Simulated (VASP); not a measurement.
Here is a VASP 6.6.1 calculation.

Contents of INCAR:

```
PREC = Accurate
ENCUT = 520
EDIFF = 1E-6
ISMEAR = 0
SIGMA = 0.05
LREAL = False
LASPH = True
NELM = 60
ALGO = Normal
ISIF = 2
LWAVE = False
LCHARG = False
GGA = PE
NBANDS = 16
```

The input KPOINTS:

```
regular mesh
0
Gamma
  9 9 6
```

File POSCAR:

```
AlN
1.0
    3.2081362066      0.0000000000      0.0000000000
   -1.6040681033      2.7783274538      0.0000000000
    0.0000000000      0.0000000000      5.1423802048
Al N
2 2
Direct
    0.3052173201      0.6666666667      0.0017290859
    0.6947826799      0.3333333333      0.5017290859
    0.3582006313      0.6666666667      0.3832709141
    0.6417993687      0.3333333333      0.8832709141
```

Potentials or basis: VASP PAW PBE potentials, release 64 (Al, N).

Run with:

```bash
$ cat potpaw_PBE.64/Al/POTCAR potpaw_PBE.64/N/POTCAR > POTCAR
$ mpirun -np 1 vasp_std > vasp.out
```

Problem. Estimate the largest force.

Solution. 0.477 eV/Å.

Problem. Predict the pressure.

Solution. -12.7 GPa.

Forces on the atoms (eV/Å):
```
Al   0.473  0.031  0.054
Al  -0.473 -0.031  0.054
N   -0.265  0.013 -0.054
N    0.265 -0.013 -0.054
```
